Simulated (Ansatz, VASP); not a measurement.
**Tl2I5 in VASP and in Ansatz**

File INCAR:

```
PREC     = Accurate       # precision mode
ENCUT    = 600            # plane-wave cutoff, eV
EDIFF    = 1E-6           # SCF threshold, eV
ISMEAR   = 0              # smearing method
SIGMA    = 0.1            # smearing width, eV
LREAL    = False          # projectors in reciprocal space
LASPH    = True           # aspherical terms in the spheres
NELM     = 60             # most SCF steps
ALGO     = Normal         # electronic algorithm
ISIF     = 3              # what is computed and relaxed
LWAVE    = False          # write WAVECAR
LCHARG   = False          # write CHGCAR
GGA      = PE             # functional
IBRION   = 2              # ionic algorithm
NSW      = 90             # ionic steps
EDIFFG   = -0.04          # ionic threshold
```

The input KPOINTS:

```
Automatic mesh
0
Gamma
  4 4 4
```

POSCAR

```
Tl2I5
1.0
    0.0000000000      5.2135619500      5.2135619500
    5.2135619500      0.0000000000      5.2135619500
    5.2135619500      5.2135619500      0.0000000000
Tl I
2 5
Direct
    0.0000000000      0.0000000000      0.0000000000
    0.2500000000      0.2500000000      0.2500000000
    0.5928130900      0.5928130900      0.5928130900
    0.5928130900      0.5928130900      0.2215607400
    0.5928130900      0.2215607400      0.5928130900
    0.2215607400      0.5928130900      0.5928130900
    0.7500000000      0.7500000000      0.7500000000
```

Input for Ansatz:

```yaml
crystal:
  lattice:
    - [0.0, 5.21356195, 5.21356195]
    - [5.21356195, 0.0, 5.21356195]
    - [5.21356195, 5.21356195, 0.0]
  atoms:
    - { symbol: Tl, position: [0.0, 0.0, 0.0] }
    - { symbol: Tl, position: [0.25, 0.25, 0.25] }
    - { symbol: I, position: [0.59281309, 0.59281309, 0.59281309] }
    - { symbol: I, position: [0.59281309, 0.59281309, 0.22156074] }
    - { symbol: I, position: [0.59281309, 0.22156074, 0.59281309] }
    - { symbol: I, position: [0.22156074, 0.59281309, 0.59281309] }
    - { symbol: I, position: [0.75, 0.75, 0.75] }
basis:
  ecutwfc: 420
kpoints:
  mp_grid: { grid: [4, 4, 4] }
hamiltonian:
  xc: pbe
scf:
  occupations: { method: gaussian, width: 0.1 }
  lower_state_search: "off"
output:
  forces: true
  stress: true
  eigenvalues: true
relax:
  adjacent_minimum: "off"
  f_tol: 0.04
  max_steps: 70
  cell: { stress_tol: 0.4 }
```

Alike in both runs: task relaxation of cell and atoms; functional PBE; k mesh 4 × 4 × 4; occupations gaussian, width 0.1 eV; no spin polarisation.

|  | VASP | Ansatz |
| --- | --- | --- |
| version | VASP 6.6.1 | Ansatz 0.2.0 |
| potentials or method | VASP PAW PBE potentials, release 64 (Tl_d, I), cutoff 600 eV | scalar-relativistic, plane waves, PAW |
| valence electrons in the cell | 61 | 111 |

```tsv
	VASP	Ansatz	Ansatz less VASP
gap on the k mesh at the Fermi level, each at its own relaxed structure (eV)	none	none	-
relaxed volume (Å³/atom)	67.61	67.96	+0.350
relaxed cell length with the largest relative difference (Å)	8.747	8.763	+0.0151
```

A gap of «none» marks a metal or a gap that the smearing closes. VASP's potentials hold 61 valence electrons a cell and Ansatz's 111, so a difference there can come from the potentials and not from the codes.

Spin-orbit coupling is off throughout. Noted on VASP's run: the volume moved by over 15 % at a fixed basis, so the end points are rough.
